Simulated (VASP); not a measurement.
# Sn2GeN2 (P-3m1) in VASP: notebook

Sn2GeN2 is run at these levels: PBE; tasks: single point, relaxation of cell and atoms.

Program: VASP 6.6.1. These are calculated values, not measurements. Logs are shortened: lines on timing, memory, paths and dates and some standing lists are left out, and cuts for length are marked.

**1. The cell of the first run**

It takes space group P-3m1 (No. 164, trigonal). The conventional cell has a = 3.411 Å, b = 3.411 Å, c = 8.845 Å, α = 90.00°, β = 90.00°, γ = 120.00°. Within 3.1 Å of Sn (site symmetry 3m) lie 3 N at 2.34 Å. Within 3.1 Å of Ge (site symmetry -3m) lie 6 N at 2.38 Å. N (site symmetry 3m) has 3 Sn at 2.34 Å and 3 Ge at 2.38 Å within 3.1 Å.

**2. Single point, PBE**

Contents of INCAR:

```
SYSTEM = Sn2GeN2
PREC = Accurate ; ENCUT = 520
EDIFF = 1E-7 ; ISMEAR = 0
SIGMA = 0.15 ; LREAL = .False.
LASPH = .True. ; NELM = 60
ALGO = Normal ; ISIF = 2
LWAVE = .False. ; LCHARG = .False.
GGA = PE ; NBANDS = 34
```

Contents of KPOINTS:

```
regular mesh
0
Gamma
  3 3 2
  0 0 0
```

Contents of POSCAR:

```
Sn2GeN2
1.0
    3.4107082280      0.0000000000      0.0000000000
   -1.7053541140      2.9537599703      0.0000000000
    0.0000000000      0.0000000000      8.8448272053
Sn Ge N
2 1 2
Direct
    0.3333333333      0.6666666667      0.7054929254
    0.6666666667      0.3333333333      0.2945070746
    0.0000000000      0.0000000000      0.0000000000
    0.6666666667      0.3333333333      0.8485155463
    0.3333333333      0.6666666667      0.1514844537
```

Potentials or basis: VASP PAW PBE potentials, release 64 (Sn_d, Ge_d, N).

Command:

```
cat potpaw_PBE.64/Sn_d/POTCAR potpaw_PBE.64/Ge_d/POTCAR potpaw_PBE.64/N/POTCAR > POTCAR
mpirun -np 1 vasp_std > vasp.out
```

OUTCAR:

```text
SYSTEM = Sn2GeN2
   PREC = Accurate
   ENCUT = 520
   EDIFF = 1E-7
   ISMEAR = 0
   LREAL = .False.
   LASPH = .True.
   NELM = 60
   ISIF = 2
   GGA = PE

 ion  position               nearest neighbor table
   1  0.333  0.667  0.705-   4 2.34   4 2.34   4 2.34   3 3.27   3 3.27   3 3.27
   2  0.667  0.333  0.295-   5 2.34   5 2.34   5 2.34   3 3.27   3 3.27   3 3.27
   3  0.000  0.000  0.000-   1 3.27   2 3.27   1 3.27   2 3.27   2 3.27   1 3.27
   4  0.667  0.333  0.849-   1 2.34   1 2.34   1 2.34
   5  0.333  0.667  0.151-   2 2.34   2 2.34   2 2.34

  LATTYP: Found a hexagonal cell.
 ALAT       =     3.4107082280
 C/A-ratio  =     2.5932523728

  Lattice vectors:

 A1 = (   3.4107082280,   0.0000000000,   0.0000000000)
 A2 = (  -1.7053541140,   2.9537599703,   0.0000000000)
 A3 = (   0.0000000000,   0.0000000000,   8.8448272053)

Analysis of symmetry for initial positions (statically):
=====================================================================
 Subroutine PRICEL returns:
 Original cell was already a primitive cell.

 Routine SETGRP: Setting up the symmetry group for a
 hexagonal supercell.

 Subroutine GETGRP returns: Found 12 space group operations
 (whereof 12 operations were pure point group operations)
 out of a pool of 24 trial point group operations.

The static configuration has the point symmetry D_3d.

Analysis of symmetry for dynamics (positions and initial velocities):
=====================================================================
 Subroutine PRICEL returns:
 Original cell was already a primitive cell.

 Routine SETGRP: Setting up the symmetry group for a
 hexagonal supercell.

 Subroutine GETGRP returns: Found 12 space group operations
 (whereof 12 operations were pure point group operations)
 out of a pool of 24 trial point group operations.

The dynamic configuration has the point symmetry D_3d.

 Subroutine INISYM returns: Found 12 space group operations
 (whereof 12 operations are pure point group operations),
 and found     1 'primitive' translations

----------------------------------------------------------------------------------------

                                     Primitive cell

  volume of cell :      89.1064

  direct lattice vectors                    reciprocal lattice vectors
     3.410708228  0.000000000  0.000000000     0.293194238  0.169275772  0.000000000
    -1.705354114  2.953759970  0.000000000     0.000000000  0.338551544  0.000000000
     0.000000000  0.000000000  8.844827205     0.000000000  0.000000000  0.113060434

  length of vectors
[... 73 lines left out ...]
   IBRION =     -1    ionic relax: 0-MD 1-quasi-New 2-CG
   NFREE  =      0    steps in history (QN), initial steepest desc. (CG)
   ISIF   =      2    stress and relaxation
   ISYM   =      2    0-nonsym 1-usesym 2-fastsym
   POTIM  = 0.5000    time-step for ionic-motion
   TEBEG  =    0.0;   TEEND  =   0.0 temperature during run
   PSTRESS=    0.0 pullay stress
   NELECT =      52.0000    total number of electrons
   NUPDOWN=      -1.0000    fix difference up-down
   EMIN   =  10.00;   EMAX   =-10.00  energy-range for DOS
   EFERMI =   0.00;   METHOD = LEGACY
   ISMEAR =     0;   SIGMA  =   0.15  broadening in eV -4-tet -1-fermi 0-gaus
   EFERMI_NEDOS =   21; number of points for ismear=-14 and -15
   IALGO  =     38    algorithm
   IMIX   =      4    mixing-type and parameters
     AMIX     =   0.40;   BMIX     =  1.00
     AMIX_MAG =   1.60;   BMIX_MAG =  1.00
  volume/ion in A,a.u.               =      17.82       120.26
  Fermi-wavevector in a.u.,A,eV,Ry     =   1.368063  2.585265 25.464631  1.871598
  Thomas-Fermi vector in A             =   2.494061
   LORBIT       =      0    0 simple, 1 ext, 2 COOP (PROOUT), +10 PAW based schemes
   GGA     = PE    functional components
   LHFCALC =     F    Hartree Fock is set to
   AEXX    =    0.0000 exact exchange contribution
   IVDW    =     0    specifies the selected vdW correction
   LEPSILON=     F    determine dielectric tensor
   LRPA    =     F    only Hartree local field effects (RPA)
 non-spin polarized calculation
 Gauss-broadening in eV      SIGMA  =   0.15
  energy-cutoff  :      520.00
  volume of cell :       89.11
 maximum number of plane-waves:      2433
 NGX is ok and might be reduce to    28
   NGX = 13   NGY = 13   NGZ = 33

 number of electron      51.9999992 magnetization

 Free energy of the ion-electron system (eV)
  ---------------------------------------------------
  ext. energy  EPLUGINS =         0.00000000
  ---------------------------------------------------
  free energy    TOTEN  =       -26.62652319 eV

  energy without entropy =      -26.62628767  energy(sigma->0) =      -26.62640543

 E-fermi :   7.2573     XC(G=0): -10.5943

 val. band max:        6.9679906391   @ k =   0.0000   0.0000   0.5000
 cond. band min:       7.5700917522   @ k =   0.3333   0.3333   0.5000
 fundamental gap:      0.6021011131
 Fermi energy:         7.2573074161

 k-point     1 :       0.0000    0.0000    0.0000
  band No.  band energies     occupation
      1     -17.6474      2.00000
      2     -17.6246      2.00000
      3     -17.6246      2.00000
      4     -17.6187      2.00000
      5     -17.6187      2.00000
      6     -14.3227      2.00000
[... 211 lines left out ...]
     33      12.2765      0.00000
     34      12.9850      0.00000

------------------------ aborting loop because EDIFF is reached ----------------------------------------

  FORCE on cell =-STRESS in cart. coord.  units (eV):
  Direction    XX          YY          ZZ          XY          YZ          ZX
  --------------------------------------------------------------------------------------
  -------------------------------------------------------------------------------------
  Total        0.0950593      0.0950593      0.1466537     -0.0000000      0.0000000     -0.0000000
  in kB        1.7092128      1.7092128      2.6369054     -0.0000000      0.0000000     -0.0000000
  external PRESSURE =       2.0184436 kB  Pullay stress =       0.0000000 kB

 VOLUME and BASIS-vectors are now :
 -----------------------------------------------------------------------------
  energy-cutoff  :      520.00
  volume of cell :       89.11
      direct lattice vectors                 reciprocal lattice vectors
     3.410708228  0.000000000  0.000000000     0.293194238  0.169275772  0.000000000
    -1.705354114  2.953759970  0.000000000     0.000000000  0.338551544  0.000000000
     0.000000000  0.000000000  8.844827205     0.000000000  0.000000000  0.113060434

 POSITION                                       TOTAL-FORCE (eV/Angst)
 -----------------------------------------------------------------------------------
     -0.00000      1.96917      6.23996        -0.000000      0.000000     -0.016535
      1.70535      0.98459      2.60486        -0.000000      0.000000      0.016535
      0.00000      0.00000      0.00000         0.000000      0.000000      0.000000
      1.70535      0.98459      7.50497         0.000000      0.000000      0.003938
     -0.00000      1.96917      1.33985         0.000000     -0.000000     -0.003938
 -----------------------------------------------------------------------------------
    total drift:                               -0.000000      0.000000      0.000000

  FREE ENERGIE OF THE ION-ELECTRON SYSTEM (eV)
  ---------------------------------------------------
  free  energy   TOTEN  =       -26.6265231908 eV

  energy  without entropy=      -26.6262876657  energy(sigma->0) =      -26.62640543
```

OSZICAR:

```text
N       E                     dE             d eps       ncg     rms          rms(c)
DAV:   1     0.538970166115E+03    0.53897E+03   -0.25609E+04   460   0.302E+03
DAV:   2     0.726111740079E+02   -0.46636E+03   -0.44950E+03   416   0.714E+02
DAV:   3    -0.231639255285E+02   -0.95775E+02   -0.93738E+02   438   0.222E+02
DAV:   4    -0.302147316822E+02   -0.70508E+01   -0.69684E+01   520   0.640E+01
DAV:   5    -0.304268511192E+02   -0.21212E+00   -0.21178E+00   462   0.113E+01    0.111E+01
DAV:   6    -0.269039029861E+02    0.35229E+01   -0.22800E+01   632   0.288E+01    0.575E+00
DAV:   7    -0.266631830276E+02    0.24072E+00   -0.32572E+00   478   0.913E+00    0.286E+00
DAV:   8    -0.266383749172E+02    0.24808E-01   -0.43735E-01   510   0.330E+00    0.105E+00
DAV:   9    -0.266260905041E+02    0.12284E-01   -0.35648E-02   526   0.120E+00    0.254E-01
DAV:  10    -0.266265417111E+02   -0.45121E-03   -0.50189E-03   540   0.441E-01    0.156E-01
DAV:  11    -0.266265437169E+02   -0.20058E-05   -0.12391E-03   542   0.184E-01    0.441E-02
DAV:  12    -0.266265226108E+02    0.21106E-04   -0.17427E-04   552   0.933E-02    0.947E-03
DAV:  13    -0.266265237152E+02   -0.11044E-05   -0.16116E-05   510   0.223E-02    0.561E-03
DAV:  14    -0.266265235077E+02    0.20754E-06   -0.20099E-06   484   0.834E-03    0.321E-03
DAV:  15    -0.266265233040E+02    0.20373E-06   -0.19657E-07   358   0.311E-03    0.113E-03
DAV:  16    -0.266265231933E+02    0.11070E-06   -0.93069E-08   264   0.184E-03    0.195E-04
DAV:  17    -0.266265231908E+02    0.24320E-08   -0.21324E-08   232   0.125E-03
   1 F= -.26626523E+02 E0= -.26626405E+02  d E =-.235525E-03
```

Run time: 34 s. Hardware: 1 thread of Intel Xeon 6975P-C (Granite Rapids), shared host; peak memory 0.23 GiB.

What came out:

```
Free energy            : -26.6265 eV
Pressure               : 0.2 GPa
Largest force          : 0.017 eV/Å
Band gap on the k mesh : 0.60 eV (least direct gap 0.81 eV)
```

Forces in eV/Å, atoms in the order of the input:
```
Sn   0.000  0.000 -0.017
Sn   0.000  0.000  0.017
Ge   0.000  0.000  0.000
N    0.000  0.000  0.004
N    0.000  0.000 -0.004
```

Stress tensor (GPa, compression positive):
```
0.17 0.00 0.00
0.00 0.17 0.00
0.00 0.00 0.26
```

Caveat: the k points lie up to 0.71 Å⁻¹ apart; spin-orbit coupling is left out, which moves the levels of the heavy elements.

**3. Relaxation of cell and atoms, PBE**

This run uses another cell than the first one, of 18.30 Å³/atom.

Contents of INCAR:

```
  ALGO = Normal
  EDIFF = 1E-7
  EDIFFG = -0.08
  ENCUT = 600
  GGA = PE
  IBRION = 2
  ISIF = 3
  ISMEAR = 0
  LASPH = T
  LCHARG = F
  LREAL = F
  LWAVE = F
  NELM = 80
  NSW = 36
  PREC = Accurate
  SIGMA = 0.15
```

Contents of KPOINTS:

```
k-points
0
Gamma
  3 3 2
```

Contents of POSCAR:

```
Sn2GeN2
1.0
    4.0500000000      0.0000000000      0.0000000000
   -2.0250000000      3.5074028900      0.0000000000
    0.0000000000      0.0000000000      6.4400000000
Sn Ge N
2 1 2
Direct
    0.3333333300      0.6666666700      0.6340000000
    0.6666666700      0.3333333300      0.3660000000
    0.0000000000      0.0000000000      0.0000000000
    0.6666666700      0.3333333300      0.7650000000
    0.3333333300      0.6666666700      0.2350000000
```

Potentials or basis: VASP PAW PBE potentials, release 64 (Sn_d, Ge_d, N).

Command:

```
cat potpaw_PBE.64/Sn_d/POTCAR potpaw_PBE.64/Ge_d/POTCAR potpaw_PBE.64/N/POTCAR > POTCAR
mpirun -np 1 vasp_std > vasp.out
```

Wall time 9.8 min (1 thread of Intel Xeon 6975P-C (Granite Rapids), shared host); peak memory 0.24 GiB.

It converged, with:

```yaml
Free_energy: -26.5758 eV
Relaxed_volume: 17.23 Å³/atom
Relaxed_cell: a = 3.444 Å, b = 3.444 Å, c = 8.385 Å, α = 90.00°, β = 90.00°, γ = 120.00°
Space_group_after_relaxing_to_0.1_Å: P-3m1 (No. 164)
Energy_gained_by_relaxing: 620.8 meV/atom
Ionic_steps: 26
Pressure_after_relaxing: 0.4 GPa
Largest_force_after_relaxing: 0.065 eV/Å
Band_gap_on_the_k_mesh: 0.66 eV (least direct gap 1.12 eV)
```

Forces on the atoms (eV/Å):
```
Sn   0.000  0.000 -0.065
Sn   0.000  0.000  0.065
Ge   0.000  0.000  0.000
N    0.000  0.000  0.060
N    0.000  0.000 -0.060
```

Stress tensor (GPa, compression positive):
```
0.27 0.00 0.00
0.00 0.27 0.00
0.00 0.00 0.62
```

The path:
```csv
step,energy change (eV),largest force (eV/Å),pressure (GPa),volume (Å³)
1,0.0000,2.2745,-0.67,91.48
2,-0.4607,1.3143,-0.88,90.46
3,-0.7425,0.3051,0.30,89.08
4,-0.7556,0.3490,0.90,88.71
5,-0.9273,1.0462,-0.76,90.07
6,-1.5172,1.7152,-1.77,93.25
7,-1.5863,1.7976,0.62,95.86
8,-1.7026,1.8391,-0.32,95.16
9,-1.7786,1.8884,-1.00,95.77
10,-1.9385,1.6909,-3.25,97.40
11,-1.9505,1.5308,-4.06,97.90
12,-2.0937,1.4624,-3.72,96.33
13,-2.4306,1.0924,-2.61,91.72
14,-2.6620,0.8522,0.20,82.92
15,-2.9557,0.2743,2.90,80.75
16,-3.0035,0.1416,4.71,79.44
17,-3.0583,0.4066,-0.93,83.55
18,-3.0609,0.3213,-0.01,82.80
19,-3.0716,0.2305,0.09,83.21
20,-3.0784,0.1381,0.20,83.70
21,-3.0905,0.2212,0.58,84.68
22,-3.0561,0.4448,0.69,86.61
23,-3.0935,0.1960,0.62,85.07
24,-3.1016,0.0348,-0.43,86.74
25,-3.1016,0.0496,-0.35,86.59
26,-3.1042,0.0654,0.38,86.16
```

Final structure:
```
Sn Ge N
1.0
     3.44443    0.00000    0.00000
    -1.72222    2.98297    0.00000
     0.00000    0.00000    8.38531
Sn Ge N
2 1 2
Direct
  0.33333 0.66667 0.69447
  0.66667 0.33333 0.30553
  0.00000 0.00000 0.00000
  0.66667 0.33333 0.84050
  0.33333 0.66667 0.15950
```

Levels at points of the mesh, in eV from the valence-band top:
```csv
k point,band 22,band 23,band 24,band 25,band 26,band 27,band 28,band 29,band 30,band 31
"(0.00, 0.00, 0.00)",-1.94,-1.91,-1.91,-0.69,-0.54,1.58,3.70,4.31,4.31,6.53
"(0.00, 0.00, 0.50)",-1.94,-1.90,-1.90,-1.52,0.00,1.39,4.25,4.25,4.98,6.42
```

Caveat: the k points lie up to 0.70 Å⁻¹ apart in the final cell; a cell axis changed by over 15 % at a fixed basis, so the end point is rough; spin-orbit coupling is left out, which moves the levels of the heavy elements; the relaxation stopped at a loose force limit of 0.08 eV/Å, so its end isn't a converged minimum.

**4. Single point, PBE**

This run uses another cell than the first one, of 16.90 Å³/atom.

Contents of INCAR:

```
SYSTEM = Sn2GeN2
PREC = Accurate ; ENCUT = 520
EDIFF = 1E-6 ; ISMEAR = 0
SIGMA = 0.1 ; LREAL = .FALSE.
LASPH = .TRUE. ; NELM = 60
ALGO = Normal ; ISIF = 2
LWAVE = .FALSE. ; LCHARG = .FALSE.
GGA = PE ; NBANDS = 34
```

Contents of KPOINTS:

```
Automatic mesh
0
G
  12 12 4
  0 0 0
```

Contents of POSCAR:

```
Sn2GeN2
1.0
    3.1469489790      0.0000000000      0.0000000000
   -1.5734744895      2.7253377602      0.0000000000
    0.0000000000      0.0000000000      9.8506586860
Sn Ge N
2 1 2
Direct
    0.3333333333      0.6666666667      0.3164004457
    0.6666666667      0.3333333333      0.6835995543
    0.0000000000      0.0000000000      0.0000000000
    0.3333333333      0.6666666667      0.1024168671
    0.6666666667      0.3333333333      0.8975831329
```

Command:

```
cat potpaw_PBE.64/Sn_d/POTCAR potpaw_PBE.64/Ge_d/POTCAR potpaw_PBE.64/N/POTCAR > POTCAR
mpirun -np 1 vasp_std > vasp.out
```

It took 3 min on 1 thread of Intel Xeon 6975P-C (Granite Rapids), shared host; peak memory 0.32 GiB.

It converged, with:

| Item | Value |
| --- | --- |
| Free energy | -27.7527 eV |
| Pressure | 0.0 GPa |
| Largest force | 0.023 eV/Å |
| Band gap on the k mesh | zero (bands 26 and 27 overlap by 3.07 eV) |

Forces on the atoms (eV/Å):
```
Sn   0.000  0.000  0.023
Sn   0.000  0.000 -0.023
Ge   0.000  0.000  0.000
N    0.000  0.000 -0.008
N    0.000  0.000  0.008
```

Stress tensor (GPa, compression positive):
```
0.00 0.00 0.00
0.00 0.00 0.00
0.00 0.00 0.12
```

Levels at points of the mesh, in eV from the Fermi level:
| k point | band 24 | band 25 | band 26 | band 27 | band 28 | band 29 |
| --- | --- | --- | --- | --- | --- | --- |
| (0.00, 0.00, 0.00) | -1.31 | -1.31 | -0.34 | 3.46 | 3.64 | 4.81 |
| (0.50, 0.00, 0.00) | -2.81 | -2.39 | -1.21 | -1.03 | 2.81 | 3.91 |
| (0.00, 0.00, 0.50) | -1.31 | -1.31 | 1.40 | 1.78 | 4.03 | 5.13 |
| (0.50, 0.00, 0.50) | -3.46 | -1.55 | -1.42 | -1.03 | 2.81 | 4.10 |

Caveat: spin-orbit coupling is left out, which moves the levels of the heavy elements.

**5. Single point, PBE**

This run uses another cell than the first one, of 17.63 Å³/atom.

Contents of INCAR:

```
SYSTEM = Sn2GeN2
PREC = Accurate
ENCUT = 520
EDIFF = 1E-6
ISMEAR = 0
SIGMA = 0.1
LREAL = .False.
LASPH = .True.
NELM = 80
ALGO = Normal
ISIF = 2
LWAVE = .False.
LCHARG = .False.
GGA = PE
NBANDS = 34
```

Contents of KPOINTS:

```
regular mesh
0
Gamma
  12 12 4
  0 0 0
```

Contents of POSCAR:

```
Sn2GeN2
1.0
    3.3561639108      0.0000000000      0.0000000000
   -1.6780819554      2.9065232060      0.0000000000
    0.0000000000      0.0000000000      9.0370226415
Sn Ge N
2 1 2
Direct
    0.3333333333      0.6666666667      0.6944503324
    0.6666666667      0.3333333333      0.3055496676
    0.0000000000      0.0000000000      0.0000000000
    0.6666666667      0.3333333333      0.8336046367
    0.3333333333      0.6666666667      0.1663953633
```

Command:

```
cat potpaw_PBE.64/Sn_d/POTCAR potpaw_PBE.64/Ge_d/POTCAR potpaw_PBE.64/N/POTCAR > POTCAR
mpirun -np 1 vasp_std > vasp.out
```

Run time: 4 min. Hardware: 1 thread of Intel Xeon 6975P-C (Granite Rapids), shared host; peak memory 0.35 GiB.

Results (log left out):

```
Free energy            : -26.3739 eV
Pressure               : 0.0 GPa
Largest force          : 0.028 eV/Å
Band gap on the k mesh : zero (bands 26 and 27 overlap by 1.26 eV)
```

Forces in eV/Å, atoms in the order of the input:
```
Sn   0.000  0.000 -0.028
Sn   0.000  0.000  0.028
Ge   0.000  0.000  0.000
N    0.000  0.000  0.015
N    0.000  0.000 -0.015
```

Stress tensor (GPa, compression positive):
```
0.00 0.00 0.00
0.00 0.00 0.00
0.00 0.00 0.11
```

Levels at points of the mesh, in eV from the Fermi level:
```csv
k point,band 23,band 24,band 25,band 26,band 27,band 28,band 29,band 30
"(0.00, 0.00, 0.00)",-2.02,-2.02,-1.42,-0.99,1.37,3.02,4.55,4.55
"(0.50, 0.00, 0.00)",-3.54,-2.85,-2.35,-0.67,-0.53,1.38,2.27,3.80
"(0.00, 0.00, 0.50)",-2.06,-2.02,-2.02,0.03,0.76,3.95,4.51,4.51
"(0.50, 0.00, 0.50)",-3.52,-2.87,-2.27,-0.74,-0.65,1.33,3.40,3.89
```

Caveat: spin-orbit coupling is left out, which moves the levels of the heavy elements.

**6. Summary**

| task | cell | k mesh | cutoff (eV) | smearing | gap on the mesh (eV) | pressure (GPa) | largest force (eV/Å) |
| --- | --- | --- | --- | --- | --- | --- | --- |
| single point | a = 3.411, b = 3.411, c = 8.845 Å, angles 90.0, 90.0, 120.0°, 5 atoms, atomic positions A | 3 × 3 × 2 | 520 | gaussian 0.15 eV | 0.60 | 0.2 | 0.02 |
| relaxation of cell and atoms | relaxed from a = 4.050, b = 4.050, c = 6.440 Å, angles 90.0, 90.0, 120.0°, 5 atoms, atomic positions B | 3 × 3 × 2 | 600 | gaussian 0.15 eV | 0.66 | 0.4 | 0.07 |
| single point | a = 3.147, b = 3.147, c = 9.851 Å, angles 90.0, 90.0, 120.0°, 5 atoms, atomic positions C | 12 × 12 × 4 | 520 | gaussian 0.1 eV | none | 0.0 | 0.02 |
| single point | a = 3.356, b = 3.356, c = 9.037 Å, angles 90.0, 90.0, 120.0°, 5 atoms, atomic positions D | 12 × 12 × 4 | 520 | gaussian 0.1 eV | none | 0.0 | 0.03 |

Alike in all rows: level PBE; potentials or basis VASP PAW PBE potentials, release 64 (Sn_d, Ge_d, N); no spin polarisation.

Caveats: some runs use coarse meshes; spin-orbit coupling is left out, which moves the levels of the heavy elements; a cell axis changed by over 15 % at a fixed basis, so the end point is rough (at least some runs); the relaxation stopped at a loose force limit of 0.08 eV/Å, so its end isn't a converged minimum (at least some runs).

Total energies depend on the potentials used, so only differences within one code and one set of settings carry meaning.

The gap in the log of VASP goes by the Fermi energy; the results here count the filled bands.